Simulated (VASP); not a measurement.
A run of VASP 6.6.1 is set up as follows.

INCAR

```
SYSTEM = Cd3Sn2Pb11
PREC = Accurate ; ENCUT = 520
EDIFF = 1E-7 ; ISMEAR = 0
SIGMA = 0.1 ; LREAL = Auto
LASPH = .True. ; NELM = 100
ALGO = Normal ; ISIF = 2
LWAVE = .False. ; LCHARG = .False.
GGA = PE ; NBANDS = 123
ISYM = 0
```

The input KPOINTS:

```
Automatic mesh
0
Gamma
  2 2 2
  0.5 0.5 0.5
```

Contents of POSCAR:

```
Cd3Sn2Pb11
1.0
    8.3585569419      0.0192154632      0.0038752160
    0.0192154632      6.8610085984      0.0183663102
    0.0038752160      0.0183663102      8.4922148408
Cd Sn Pb
3 2 11
Direct
   -0.0278069869      0.4974030663      0.0017996884
    0.4646187262      1.0019635093      0.4925144728
    0.4632307053      0.4931431521      0.4944038006
    0.2485368390      0.2544182020      0.2193113377
    0.7368941462      0.2568847981      0.2984774210
   -0.0321345938      1.0084735988      0.0033083316
    0.5484956709      1.0018435961      1.0091849540
    0.0435729551      0.0035190583      0.5008685421
    0.5546411053      0.4932914851      0.0091321845
    0.0417300757      0.4921241758      0.5009613399
    0.2507609593      0.7509478406      0.2192124524
    0.2571161542      0.2463744313      0.7838510669
    0.7411643139      0.7496415205      0.2973626632
    0.7297918901      0.2416871149      0.7026062814
    0.2529545166      0.7453925073      0.7827920566
    0.7363331855      0.7365226406      0.7092755524
```

Potentials or basis: VASP PAW PBE potentials, release 64 (Cd, Sn_d, Pb_d).

Run with:

```bash
$ cat potpaw_PBE.64/Cd/POTCAR potpaw_PBE.64/Sn_d/POTCAR potpaw_PBE.64/Pb_d/POTCAR > POTCAR
$ mpirun -np 1 vasp_std > vasp.out
```

(1) Estimate the band gap on the k mesh.

(2) What does it give for the largest force?

(3) What does it give for the pressure?

Answers

(1) 0.39 eV.

(2) 0.028 eV/Å.

(3) 0.0 GPa.

Caveat: spin-orbit coupling is left out, which moves the levels of the heavy elements; a shifted mesh leaves out Γ, where band edges can lie.
